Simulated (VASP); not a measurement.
# FeGe (P1) in VASP: notebook

Runs on FeGe. Level: r2SCAN. Tasks: single point.

Program: VASP 6.6.1. These are calculated values, not measurements. Logs are shortened: lines on timing, memory, paths and dates and some standing lists are left out, and cuts for length are marked.

**1. The cell of the first run**

The typed cell holds 2 atoms: a = 3.016 Å, b = 3.016 Å, c = 3.016 Å, α = 90.00°, β = 90.00°, γ = 90.00°.

**2. Single point, r2SCAN, collinear spin, ferromagnetic start**

POSCAR

```
FeGe
1.0
    3.0161688700      0.0000000000      0.0000000000
    0.0000000000      3.0161688700      0.0000000000
    0.0000000000      0.0000000000      3.0161688700
Fe Ge
1 1
Direct
    0.0000000000      0.0000000000      0.0000000000
    0.4633440200      0.4507515000      0.4535288900
```

INCAR.step1

```
SYSTEM = FeGe
PREC = Accurate
ENCUT = 520
ISMEAR = 0
SIGMA = 0.05
LREAL = .False.
LASPH = .True.
NELM = 150
ISPIN = 2
MAGMOM = 4 0
LMAXMIX = 4
NBANDS = 22
GGA = PE
ALGO = Normal
EDIFF = 1E-4
LWAVE = .True.
LCHARG = .False.
```

INCAR.step2

```
SYSTEM = FeGe
PREC = Accurate
ENCUT = 520
EDIFF = 1E-6
ISMEAR = 0
SIGMA = 0.05
LREAL = .False.
LASPH = .True.
NELM = 150
ALGO = Normal
ISIF = 2
LWAVE = .False.
LCHARG = .False.
ISPIN = 2
MAGMOM = 4 0
LORBIT = 11
LMAXMIX = 4
METAGGA = R2SCAN
LMIXTAU = .True.
NBANDS = 22
ISTART = 1
```

KPOINTS

```
regular mesh
0
Gamma
  3 3 3
  0 0 0
```

Potentials or basis: VASP PAW PBE potentials, release 64 (Fe, Ge_d).

Launch:

```console
cat potpaw_PBE.64/Fe/POTCAR potpaw_PBE.64/Ge_d/POTCAR > POTCAR
cp INCAR.step1 INCAR
mpirun -np 1 vasp_std > vasp.out
cp INCAR.step2 INCAR
mpirun -np 1 vasp_std > vasp.out
```

OUTCAR:

```text
SYSTEM = FeGe
   PREC = Accurate
   ENCUT = 520
   EDIFF = 1E-6
   ISMEAR = 0
   LREAL = .False.
   LASPH = .True.
   NELM = 150
   ISIF = 2
   ISPIN = 2
   LORBIT = 11
   METAGGA = R2SCAN
   ISTART = 1

 ion  position               nearest neighbor table
   1  0.000  0.000  0.000-   2 2.38   2 2.52   2 2.55   2 2.56   2 2.68   2 2.69   2 2.72   2 2.84

   2  0.463  0.451  0.454-   1 2.38   1 2.52   1 2.55   1 2.56   1 2.68   1 2.69   1 2.72   1 2.84

  LATTYP: Found a simple cubic cell.
 ALAT       =     3.0161688700

  Lattice vectors:

 A1 = (   3.0161688700,   0.0000000000,   0.0000000000)
 A2 = (   0.0000000000,   3.0161688700,   0.0000000000)
 A3 = (   0.0000000000,   0.0000000000,   3.0161688700)

Analysis of symmetry for initial positions (statically):
=====================================================================
 Subroutine PRICEL returns:
 Original cell was already a primitive cell.

 Routine SETGRP: Setting up the symmetry group for a
 simple cubic supercell.

 Subroutine GETGRP returns: Found  1 space group operations
 (whereof  1 operations were pure point group operations)
 out of a pool of 48 trial point group operations.

The static configuration has the point symmetry C_1 .

Analysis of symmetry for dynamics (positions and initial velocities):
=====================================================================
 Subroutine PRICEL returns:
 Original cell was already a primitive cell.

 Routine SETGRP: Setting up the symmetry group for a
 simple cubic supercell.

 Subroutine GETGRP returns: Found  1 space group operations
 (whereof  1 operations were pure point group operations)
 out of a pool of 48 trial point group operations.

The dynamic configuration has the point symmetry C_1 .

Analysis of structural, dynamic, and magnetic symmetry:
=====================================================================
 Subroutine PRICEL returns:
 Original cell was already a primitive cell.

 Routine SETGRP: Setting up the symmetry group for a
 simple cubic supercell.

 Subroutine GETGRP returns: Found  1 space group operations
 (whereof  1 operations were pure point group operations)
 out of a pool of 48 trial point group operations.

The overall configuration has the point symmetry C_1 .

 Subroutine INISYM returns: Found  1 space group operations
 (whereof  1 operations are pure point group operations),
 and found     1 'primitive' translations

----------------------------------------------------------------------------------------

                                     Primitive cell

  volume of cell :      27.4389

  direct lattice vectors                    reciprocal lattice vectors
     3.016168870  0.000000000  0.000000000     0.331546423  0.000000000  0.000000000
     0.000000000  3.016168870  0.000000000     0.000000000  0.331546423  0.000000000
     0.000000000  0.000000000  3.016168870     0.000000000  0.000000000  0.331546423

  length of vectors
     3.016168870  3.016168870  3.016168870     0.331546423  0.331546423  0.331546423

  position of ions in fractional coordinates (direct lattice)
     0.000000000  0.000000000  0.000000000
     0.463344020  0.450751500  0.453528890

  ion indices of the primitive-cell ions
   primitive index   ion index
                 1           1
                 2           2

----------------------------------------------------------------------------------------

 KPOINTS: regular mesh

Automatic generation of k-mesh.
 Grid dimensions read from file:
 generate k-points for:    3    3    3

 Generating k-lattice:

  Cartesian coordinates                     Fractional coordinates (reciprocal lattice)
     0.110515474  0.000000000  0.000000000     0.333333333  0.000000000  0.000000000
     0.000000000  0.110515474  0.000000000     0.000000000  0.333333333  0.000000000
     0.000000000  0.000000000  0.110515474     0.000000000  0.000000000  0.333333333

  Length of vectors
     0.110515474  0.110515474  0.110515474

  Shift w.r.t. Gamma in fractional coordinates (k-lattice)
     0.000000000  0.000000000  0.000000000

 Subroutine IBZKPT returns following result:
 ===========================================

 Found     14 irreducible k-points:

 Following reciprocal coordinates:
            Coordinates               Weight
  0.000000  0.000000  0.000000      1.000000
  0.333333  0.000000  0.000000      2.000000
  0.000000  0.333333  0.000000      2.000000
  0.000000  0.000000  0.333333      2.000000
  0.333333  0.333333  0.000000      2.000000
  0.000000  0.333333  0.333333      2.000000
  0.333333  0.000000  0.333333      2.000000
 -0.333333  0.333333  0.000000      2.000000
 -0.333333  0.000000  0.333333      2.000000
  0.000000 -0.333333  0.333333      2.000000
  0.333333  0.333333  0.333333      2.000000
 -0.333333  0.333333  0.333333      2.000000
 -0.333333 -0.333333  0.333333      2.000000
  0.333333 -0.333333  0.333333      2.000000
   k-points           NKPTS =     14   k-points in BZ     NKDIM =     14   number of bands    NBANDS=     22
   number of dos      NEDOS =    301   number of ions     NIONS =      2
   total plane-waves  NPLWV =  13824
   dimension x,y,z NGX =    24 NGY =   24 NGZ =   24
   dimension x,y,z NGXF=    48 NGYF=   48 NGZF=   48
   ions per type =               1   1
   NGX,Y,Z   is equivalent  to a cutoff of  13.23, 13.23, 13.23 a.u.
   NGXF,Y,Z  is equivalent  to a cutoff of  26.46, 26.46, 26.46 a.u.
 SYSTEM =  FeGe
   PREC   = accura    normal or accurate (medium, high low for compatibility)
   ISTART =      1    job   : 0-new  1-cont  2-samecut
   ICHARG =      0    charge: 1-file 2-atom 10-const
   ISPIN  =      2    spin polarized calculation?
   LNONCOLLINEAR =      F non collinear calculations
   LSORBIT =      F    spin-orbit coupling
   LASPH  =      T    aspherical Exc in radial PAW
   ENCUT  =  520.0 eV  38.22 Ry    6.18 a.u.   5.61  5.61  5.61*2*pi/ulx,y,z
   NELM   =    150;   NELMIN=  2; NELMDL=  0     # of ELM steps
   EDIFF  = 0.1E-05   stopping-criterion for ELM
   LREAL  =      F    real-space projection
   EDIFFG = 0.1E-04   stopping-criterion for IOM
   NSW    =      0    number of steps for IOM
   IBRION =     -1    ionic relax: 0-MD 1-quasi-New 2-CG
   NFREE  =      0    steps in history (QN), initial steepest desc. (CG)
   ISIF   =      2    stress and relaxation
   ISYM   =      2    0-nonsym 1-usesym 2-fastsym
   POTIM  = 0.5000    time-step for ionic-motion
   TEBEG  =    0.0;   TEEND  =   0.0 temperature during run
   PSTRESS=    0.0 pullay stress
   NELECT =      22.0000    total number of electrons
   NUPDOWN=      -1.0000    fix difference up-down
   EMIN   =  10.00;   EMAX   =-10.00  energy-range for DOS
   EFERMI =   0.00;   METHOD = LEGACY
   ISMEAR =     0;   SIGMA  =   0.05  broadening in eV -4-tet -1-fermi 0-gaus
   EFERMI_NEDOS =   21; number of points for ismear=-14 and -15
   IALGO  =     38    algorithm
   IMIX   =      4    mixing-type and parameters
     AMIX     =   0.40;   BMIX     =  1.00
     AMIX_MAG =   1.60;   BMIX_MAG =  1.00
  volume/ion in A,a.u.               =      13.72        92.58
  Fermi-wavevector in a.u.,A,eV,Ry     =   1.520875  2.874036 31.471085  2.313060
  Thomas-Fermi vector in A             =   2.629666
   LORBIT       =     11    0 simple, 1 ext, 2 COOP (PROOUT), +10 PAW based schemes
   METAGGA = R2SCAN    functional components
   LHFCALC =     F    Hartree Fock is set to
   AEXX    =    0.0000 exact exchange contribution
   IVDW    =     0    specifies the selected vdW correction
   LEPSILON=     F    determine dielectric tensor
   LRPA    =     F    only Hartree local field effects (RPA)
 spin polarized calculation
 Gauss-broadening in eV      SIGMA  =   0.05
  energy-cutoff  :      520.00
  volume of cell :       27.44
 maximum number of plane-waves:       748
 NGX is ok and might be reduce to    24
   NGX = 11   NGY = 11   NGZ = 11

 number of electron      22.0000004 magnetization       1.9259389

 Free energy of the ion-electron system (eV)
  ---------------------------------------------------
  ext. energy  EPLUGINS =         0.00000000
  ---------------------------------------------------
  free energy    TOTEN  =       -27.45857518 eV

  energy without entropy =      -27.45672285  energy(sigma->0) =      -27.45764901

 E-fermi :   7.2504     XC(G=0): -13.7531

 val. band max:        7.2260119557   @ k =   0.3333   0.3333   0.0000
 cond. band min:       7.4077805428   @ k =   0.0000   0.0000   0.0000
 fundamental gap:      0.1817685871
 Fermi energy:         7.2504478263

 spin component 1

 k-point     1 :       0.0000    0.0000    0.0000
  band No.  band energies     occupation
      1     -17.7615      1.00000
      2     -17.7609      1.00000
      3     -17.6788      1.00000
      4     -17.6706      1.00000
      5     -17.6699      1.00000
      6      -5.9771      1.00000
[... 14 lines left out ...]
     21      29.1314      0.00000
     22      29.1487      0.00000

 k-point     2 :       0.3333    0.0000    0.0000
  band No.  band energies     occupation
      1     -17.7560      1.00000
      2     -17.6978      1.00000
      3     -17.6918      1.00000
      4     -17.6916      1.00000
      5     -17.6697      1.00000
      6      -4.1727      1.00000
[... 14 lines left out ...]
     21      26.9311      0.00000
     22      31.0823      0.00000

 k-point     3 :       0.0000    0.3333    0.0000
  band No.  band energies     occupation
      1     -17.7554      1.00000
      2     -17.6970      1.00000
      3     -17.6926      1.00000
      4     -17.6920      1.00000
      5     -17.6699      1.00000
      6      -4.1755      1.00000
[... 14 lines left out ...]
     21      26.9464      0.00000
     22      31.0844      0.00000
[... 226 lines left out ...]
 k-point    13 :      -0.3333   -0.3333    0.3333
  band No.  band energies     occupation
      1     -17.7252      1.00000
      2     -17.7204      1.00000
      3     -17.7174      1.00000
      4     -17.6495      1.00000
      5     -17.6487      1.00000
      6      -1.1818      1.00000
[... 14 lines left out ...]
     21      31.7377      0.00000
     22      34.7446      0.00000

 k-point    14 :       0.3333   -0.3333    0.3333
  band No.  band energies     occupation
      1     -17.7251      1.00000
      2     -17.7204      1.00000
      3     -17.7175      1.00000
      4     -17.6494      1.00000
      5     -17.6487      1.00000
      6      -1.1821      1.00000
[... 14 lines left out ...]
     21      31.7359      0.00000
     22      34.7428      0.00000
 Fermi energy:         7.2504478263

 spin component 2

 k-point     1 :       0.0000    0.0000    0.0000
  band No.  band energies     occupation
      1     -17.7539      1.00000
      2     -17.7537      1.00000
      3     -17.6621      1.00000
      4     -17.6585      1.00000
      5     -17.6582      1.00000
      6      -6.1061      1.00000
[... 14 lines left out ...]
     21      29.8186      0.00000
     22      29.8213      0.00000

 k-point     2 :       0.3333    0.0000    0.0000
  band No.  band energies     occupation
      1     -17.7480      1.00000
      2     -17.6841      1.00000
      3     -17.6817      1.00000
      4     -17.6808      1.00000
      5     -17.6566      1.00000
      6      -4.2850      1.00000
[... 14 lines left out ...]
     21      27.2969      0.00000
     22      31.2940      0.00000

 k-point     3 :       0.0000    0.3333    0.0000
  band No.  band energies     occupation
      1     -17.7481      1.00000
      2     -17.6842      1.00000
      3     -17.6815      1.00000
      4     -17.6808      1.00000
      5     -17.6569      1.00000
      6      -4.2882      1.00000
[... 14 lines left out ...]
     21      27.3094      0.00000
     22      31.2938      0.00000
[... 226 lines left out ...]
 k-point    13 :      -0.3333   -0.3333    0.3333
  band No.  band energies     occupation
      1     -17.7115      1.00000
      2     -17.7090      1.00000
      3     -17.7075      1.00000
      4     -17.6386      1.00000
      5     -17.6383      1.00000
      6      -1.1594      1.00000
[... 14 lines left out ...]
     21      32.2575      0.00000
     22      34.8508      0.00000

 k-point    14 :       0.3333   -0.3333    0.3333
  band No.  band energies     occupation
      1     -17.7116      1.00000
      2     -17.7090      1.00000
      3     -17.7074      1.00000
      4     -17.6385      1.00000
      5     -17.6384      1.00000
      6      -1.1590      1.00000
[... 14 lines left out ...]
     21      32.2558      0.00000
     22      34.8504      0.00000

------------------------ aborting loop because EDIFF is reached ----------------------------------------

  FORCE on cell =-STRESS in cart. coord.  units (eV):
  Direction    XX          YY          ZZ          XY          YZ          ZX
  --------------------------------------------------------------------------------------
  -------------------------------------------------------------------------------------
  Total       -0.7547431     -0.8511884     -0.8520730      0.4085974      0.5215917      0.3914749
  in kB      -44.0699710    -49.7014802    -49.7531340     23.8582864     30.4560992     22.8584919
  external PRESSURE =     -47.8415284 kB  Pullay stress =       0.0000000 kB

 VOLUME and BASIS-vectors are now :
 -----------------------------------------------------------------------------
  energy-cutoff  :      520.00
  volume of cell :       27.44
      direct lattice vectors                 reciprocal lattice vectors
     3.016168870  0.000000000  0.000000000     0.331546423  0.000000000  0.000000000
     0.000000000  3.016168870  0.000000000     0.000000000  0.331546423  0.000000000
     0.000000000  0.000000000  3.016168870     0.000000000  0.000000000  0.331546423

 POSITION                                       TOTAL-FORCE (eV/Angst)
 -----------------------------------------------------------------------------------
      0.00000      0.00000      0.00000        -0.461060     -0.596116     -0.568632
      1.39752      1.35954      1.36792         0.461060      0.596116      0.568632
 -----------------------------------------------------------------------------------
    total drift:                               -0.005605      0.005659      0.004834

  FREE ENERGIE OF THE ION-ELECTRON SYSTEM (eV)
  ---------------------------------------------------
  free  energy   TOTEN  =       -27.4585751771 eV

  energy  without entropy=      -27.4567228503  energy(sigma->0) =      -27.45764901

 total charge

# of ion       s       p       d       tot
------------------------------------------
    1        0.389   0.409   6.333   7.130
    2        1.139   1.204  10.078  12.421
--------------------------------------------------
tot          1.528   1.613  16.410  19.551

 magnetization (x)

# of ion       s       p       d       tot
------------------------------------------
    1        0.010   0.009   1.951   1.970
    2        0.049  -0.043  -0.011  -0.005
--------------------------------------------------
tot          0.059  -0.034   1.939   1.965
```

It took 3 min on 1 thread of AMD EPYC 7R13, shared host; peak memory 0.13 GiB.

What came out:

| Quantity | Value |
| --- | --- |
| Free energy | -27.4586 eV |
| Pressure | -4.8 GPa |
| Largest force | 0.944 eV/Å |
| Net moment | 1.93 μB per cell |
| Site moments | Fe +1.97; Ge -0.01 μB |
| Valence electrons inside the program's atomic spheres | Fe 7.13; Ge 12.42 |

Forces in eV/Å, atoms in the order of the input:
```
Fe  -0.461 -0.596 -0.569
Ge   0.461  0.596  0.569
```

Stress tensor (GPa, compression positive):
```
-4.41  2.39  2.29
 2.39 -4.97  3.05
 2.29  3.05 -4.98
```

Caveat: the k points lie up to 0.69 Å⁻¹ apart; the PAW data sets were made with another functional, which shifts forces and pressure a little.

(Part 1 of 2 ends here.)
